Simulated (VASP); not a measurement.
# AlN (I4/mmm) in VASP: single point with PBEsol

Aim: the single point of AlN with PBEsol.

Program: VASP 6.6.1. These are calculated values, not measurements. Logs are shortened: lines on timing, memory, paths and dates and some standing lists are left out, and cuts for length are marked.

## (1) The cell of the first run

The structure is tetragonal, space group I4/mmm (No. 139). Conventional cell: a = 2.831 Å, b = 2.831 Å, c = 4.204 Å, α = 90.00°, β = 90.00°, γ = 90.00°. Within 2.7 Å of Al (site symmetry 4/mmm) lie 6 N at 2.00 to 2.10 Å. Within 2.7 Å of N (site symmetry 4/mmm) lie 6 Al at 2.00 to 2.10 Å.

## (2) Single point, PBEsol

The input, INCAR:

```
PREC = Accurate ; ENCUT = 520
EDIFF = 1E-7 ; ISMEAR = 0
SIGMA = 0.05 ; LREAL = False
LASPH = True ; NELM = 80
ALGO = Normal ; ISIF = 2
LWAVE = False ; LCHARG = False
GGA = PS ; NBANDS = 11
```

The input, KPOINTS:

```
Automatic mesh
0
Gamma
  10 10 10
```

The input, POSCAR:

```
AlN
1.0
    0.0000000000      2.0016974543      2.1017823270
    2.0016974543      0.0000000000      2.1017823270
    2.0016974543      2.0016974543      0.0000000000
Al N
1 1
Direct
    0.5000000000      0.5000000000      0.5000000000
    0.0000000000      0.0000000000      0.0000000000
```

Potentials or basis: VASP PAW PBE potentials, release 64 (Al, N).

On the command line:

```bash
cat potpaw_PBE.64/Al/POTCAR potpaw_PBE.64/N/POTCAR > POTCAR
mpirun -np 1 vasp_std > vasp.out
```

OUTCAR:

```text
PREC = Accurate
   ENCUT = 520
   EDIFF = 1E-7
   ISMEAR = 0
   LREAL = False
   LASPH = True
   NELM = 80
   ISIF = 2
   GGA = PS

 ion  position               nearest neighbor table
   1  0.500  0.500  0.500-   2 2.00   2 2.00   2 2.00   2 2.00   2 2.10   2 2.10
   2  0.000  0.000  0.000-   1 2.00   1 2.00   1 2.00   1 2.00   1 2.10   1 2.10

  LATTYP: Found a body centered tetragonal cell.
 ALAT       =     2.8308276876
 C/A-ratio  =     1.4849242405

  Lattice vectors:

 A1 = (  -2.0016974543,   0.0000000000,   2.1017823270)
 A2 = (   2.0016974543,   0.0000000000,   2.1017823270)
 A3 = (   0.0000000000,   2.0016974543,  -2.1017823270)

Analysis of symmetry for initial positions (statically):
=====================================================================
 Subroutine PRICEL returns:
 Original cell was already a primitive cell.

 Routine SETGRP: Setting up the symmetry group for a
 body centered tetragonal supercell.

 Subroutine GETGRP returns: Found 16 space group operations
 (whereof 16 operations were pure point group operations)
 out of a pool of 16 trial point group operations.

The static configuration has the point symmetry D_4h.

Analysis of symmetry for dynamics (positions and initial velocities):
=====================================================================
 Subroutine PRICEL returns:
 Original cell was already a primitive cell.

 Routine SETGRP: Setting up the symmetry group for a
 body centered tetragonal supercell.

 Subroutine GETGRP returns: Found 16 space group operations
 (whereof 16 operations were pure point group operations)
 out of a pool of 16 trial point group operations.

The dynamic configuration has the point symmetry D_4h.

 Subroutine INISYM returns: Found 16 space group operations
 (whereof 16 operations are pure point group operations),
 and found     1 'primitive' translations

----------------------------------------------------------------------------------------

                                     Primitive cell

  volume of cell :      16.8428

  direct lattice vectors                    reciprocal lattice vectors
     0.000000000  2.001697454  2.101782327    -0.249787998  0.249787998  0.237893332
     2.001697454  0.000000000  2.101782327     0.249787998 -0.249787998  0.237893332
     2.001697454  2.001697454  0.000000000     0.249787998  0.249787998 -0.237893332

  length of vectors
     2.902461309  2.902461309  2.830827688     0.425888865  0.425888865  0.425888865

  position of ions in fractional coordinates (direct lattice)
     0.500000000  0.500000000  0.500000000
     0.000000000  0.000000000  0.000000000

  ion indices of the primitive-cell ions
   primitive index   ion index
                 1           1
                 2           2

----------------------------------------------------------------------------------------

 KPOINTS: Automatic mesh

Automatic generation of k-mesh.
 Grid dimensions read from file:
 generate k-points for:   10   10   10

 Generating k-lattice:

  Cartesian coordinates                     Fractional coordinates (reciprocal lattice)
    -0.024978800  0.024978800  0.023789333     0.100000000 -0.000000000  0.000000000
     0.024978800 -0.024978800  0.023789333    -0.000000000  0.100000000  0.000000000
     0.024978800  0.024978800 -0.023789333     0.000000000  0.000000000  0.100000000

  Length of vectors
     0.042588886  0.042588886  0.042588886

  Shift w.r.t. Gamma in fractional coordinates (k-lattice)
     0.000000000  0.000000000  0.000000000

 Subroutine IBZKPT returns following result:
 ===========================================

 Found    102 irreducible k-points:

 Following reciprocal coordinates:
            Coordinates               Weight
  0.000000  0.000000  0.000000      1.000000
  0.100000 -0.000000  0.000000      8.000000
  0.200000 -0.000000  0.000000      8.000000
  0.300000 -0.000000  0.000000      8.000000
  0.400000  0.000000  0.000000      8.000000
  0.500000 -0.000000  0.000000      4.000000
[... 16 lines left out ...]
  0.300000  0.300000  0.000000      2.000000
  0.400000  0.300000  0.000000      8.000000
 [... further k-points ...]
   k-points           NKPTS =    102   k-points in BZ     NKDIM =    102   number of bands    NBANDS=     11
   number of dos      NEDOS =    301   number of ions     NIONS =      2
   total plane-waves  NPLWV =  13824
   dimension x,y,z NGX =    24 NGY =   24 NGZ =   24
   dimension x,y,z NGXF=    48 NGYF=   48 NGZF=   48
   ions per type =               1   1
   NGX,Y,Z   is equivalent  to a cutoff of  13.75, 13.75, 14.09 a.u.
   NGXF,Y,Z  is equivalent  to a cutoff of  27.49, 27.49, 28.19 a.u.
 SYSTEM =  unknown system
   PREC   = accura    normal or accurate (medium, high low for compatibility)
   ISTART =      0    job   : 0-new  1-cont  2-samecut
   ICHARG =      2    charge: 1-file 2-atom 10-const
   ISPIN  =      1    spin polarized calculation?
   LNONCOLLINEAR =      F non collinear calculations
   LSORBIT =      F    spin-orbit coupling
   LASPH  =      T    aspherical Exc in radial PAW
   ENCUT  =  520.0 eV  38.22 Ry    6.18 a.u.   5.40  5.40  5.26*2*pi/ulx,y,z
   NELM   =     80;   NELMIN=  2; NELMDL= -5     # of ELM steps
   EDIFF  = 0.1E-06   stopping-criterion for ELM
   LREAL  =      F    real-space projection
   EDIFFG = 0.1E-05   stopping-criterion for IOM
   NSW    =      0    number of steps for IOM
   IBRION =     -1    ionic relax: 0-MD 1-quasi-New 2-CG
   NFREE  =      0    steps in history (QN), initial steepest desc. (CG)
   ISIF   =      2    stress and relaxation
   ISYM   =      2    0-nonsym 1-usesym 2-fastsym
   POTIM  = 0.5000    time-step for ionic-motion
   TEBEG  =    0.0;   TEEND  =   0.0 temperature during run
   PSTRESS=    0.0 pullay stress
   NELECT =       8.0000    total number of electrons
   NUPDOWN=      -1.0000    fix difference up-down
   EMIN   =  10.00;   EMAX   =-10.00  energy-range for DOS
   EFERMI =   0.00;   METHOD = LEGACY
   ISMEAR =     0;   SIGMA  =   0.05  broadening in eV -4-tet -1-fermi 0-gaus
   EFERMI_NEDOS =   21; number of points for ismear=-14 and -15
   IALGO  =     38    algorithm
   IMIX   =      4    mixing-type and parameters
     AMIX     =   0.40;   BMIX     =  1.00
     AMIX_MAG =   1.60;   BMIX_MAG =  1.00
  volume/ion in A,a.u.               =       8.42        56.83
  Fermi-wavevector in a.u.,A,eV,Ry     =   1.277321  2.413786 22.198561  1.631548
  Thomas-Fermi vector in A             =   2.409927
   LORBIT       =      0    0 simple, 1 ext, 2 COOP (PROOUT), +10 PAW based schemes
   GGA     = PS    functional components
   LHFCALC =     F    Hartree Fock is set to
   AEXX    =    0.0000 exact exchange contribution
   IVDW    =     0    specifies the selected vdW correction
   LEPSILON=     F    determine dielectric tensor
   LRPA    =     F    only Hartree local field effects (RPA)
 non-spin polarized calculation
 Gauss-broadening in eV      SIGMA  =   0.05
  energy-cutoff  :      520.00
  volume of cell :       16.84
 maximum number of plane-waves:       468
 NGX is ok and might be reduce to    24
   NGX = 11   NGY = 11   NGZ = 11

 number of electron       8.0000000 magnetization

 Free energy of the ion-electron system (eV)
  ---------------------------------------------------
  ext. energy  EPLUGINS =         0.00000000
  ---------------------------------------------------
  free energy    TOTEN  =       -15.42436255 eV

  energy without entropy =      -15.42436255  energy(sigma->0) =      -15.42436255

 E-fermi :  10.1030     XC(G=0): -12.3593

 val. band max:        9.8447693834   @ k =   0.0000   0.0000   0.0000
 cond. band min:      13.8874753334   @ k =   0.5000   0.0000   0.5000
 fundamental gap:      4.0427059501
 Fermi energy:        10.1029762604

 k-point     1 :       0.0000    0.0000    0.0000
  band No.  band energies     occupation
      1      -7.7450      2.00000
      2       9.5223      2.00000
      3       9.5223      2.00000
      4       9.8448      2.00000
      5      14.9955      0.00000
      6      21.1975      0.00000
      7      21.8502      0.00000
      8      21.8502      0.00000
      9      26.4542      0.00000
     10      26.6671      0.00000
     11      26.7314      0.00000

 k-point     2 :       0.1000   -0.0000    0.0000
  band No.  band energies     occupation
      1      -7.5421      2.00000
      2       8.5840      2.00000
      3       9.4270      2.00000
      4       9.6141      2.00000
      5      15.6316      0.00000
      6      20.6883      0.00000
      7      21.6827      0.00000
      8      22.1571      0.00000
      9      24.8896      0.00000
     10      26.2276      0.00000
     11      27.4912      0.00000

 k-point     3 :       0.2000   -0.0000    0.0000
  band No.  band energies     occupation
      1      -6.9521      2.00000
      2       6.4708      2.00000
      3       9.1939      2.00000
      4       9.2459      2.00000
      5      16.2913      0.00000
      6      20.1630      0.00000
      7      21.6140      0.00000
      8      22.4995      0.00000
      9      24.7174      0.00000
     10      25.3243      0.00000
     11      26.9435      0.00000

 k-point     4 :       0.3000   -0.0000    0.0000
  band No.  band energies     occupation
      1      -6.0475      2.00000
      2       4.1706      2.00000
      3       8.8546      2.00000
      4       8.9332      2.00000
      5      16.0343      0.00000
      6      20.7678      0.00000
      7      21.1157      0.00000
      8      21.8724      0.00000
      9      25.9467      0.00000
     10      26.5487      0.00000
     11      26.6138      0.00000
[... 239 lines left out ...]
 k-point    22 :      -0.2000    0.2000    0.0000
  band No.  band energies     occupation
      1      -5.6976      2.00000
      2       4.4121      2.00000
      3       6.8290      2.00000
      4       9.0140      2.00000
      5      18.0887      0.00000
      6      19.2106      0.00000
      7      20.3045      0.00000
      8      22.3005      0.00000
      9      24.7772      0.00000
     10      28.6068      0.00000
     11      28.7521      0.00000

 k-point    23 :       0.3000    0.3000    0.0000
  band No.  band energies     occupation
      1      -5.6674      2.00000
      2       4.8069      2.00000
      3       7.7824      2.00000
      4       7.7824      2.00000
      5      16.3527      0.00000
      6      16.4018      0.00000
      7      20.7314      0.00000
      8      25.3268      0.00000
      9      25.3268      0.00000
     10      30.4145      0.00000
     11      33.2682      0.00000

 k-point    24 :       0.4000    0.3000    0.0000
  band No.  band energies     occupation
      1      -4.9522      2.00000
      2       3.7950      2.00000
      3       6.9448      2.00000
      4       7.5610      2.00000
      5      15.7814      0.00000
      6      16.6512      0.00000
      7      21.2383      0.00000
      8      25.3224      0.00000
      9      25.9606      0.00000
     10      31.4338      0.00000
     11      33.7768      0.00000

 [... further k-points ...]
[... 5 lines left out ...]
  --------------------------------------------------------------------------------------
  -------------------------------------------------------------------------------------
  Total        0.0450887      0.0450887     -1.1843301      0.0000000      0.0000000     -0.0000000
  in kB        4.2890783      4.2890783   -112.6597439      0.0000000      0.0000000     -0.0000000
  external PRESSURE =     -34.6938625 kB  Pullay stress =       0.0000000 kB

 VOLUME and BASIS-vectors are now :
 -----------------------------------------------------------------------------
  energy-cutoff  :      520.00
  volume of cell :       16.84
      direct lattice vectors                 reciprocal lattice vectors
     0.000000000  2.001697454  2.101782327    -0.249787998  0.249787998  0.237893332
     2.001697454  0.000000000  2.101782327     0.249787998 -0.249787998  0.237893332
     2.001697454  2.001697454  0.000000000     0.249787998  0.249787998 -0.237893332

 POSITION                                       TOTAL-FORCE (eV/Angst)
 -----------------------------------------------------------------------------------
      2.00170      2.00170      2.10178         0.000000     -0.000000      0.000000
      0.00000      0.00000      0.00000        -0.000000      0.000000      0.000000
 -----------------------------------------------------------------------------------
    total drift:                                0.000000     -0.000000     -0.000000

  FREE ENERGIE OF THE ION-ELECTRON SYSTEM (eV)
  ---------------------------------------------------
  free  energy   TOTEN  =       -15.4243625540 eV

  energy  without entropy=      -15.4243625540  energy(sigma->0) =      -15.42436255
```

Wall time 6 s (1 thread of Intel Xeon 6975P-C (Granite Rapids), shared host); peak memory 0.14 GiB.

Results:

| Quantity | Value |
| --- | --- |
| Free energy | -15.4244 eV |
| Pressure | -3.5 GPa |
| Band gap on the k mesh | 4.04 eV, indirect (least direct gap 5.15 eV) |

Stress tensor (GPa, compression positive):
```
  0.43   0.00   0.00
  0.00   0.43   0.00
  0.00   0.00 -11.27
```

Caveat: the PAW data sets were made with another functional, which shifts forces and pressure a little. A k mesh can miss the band edges.
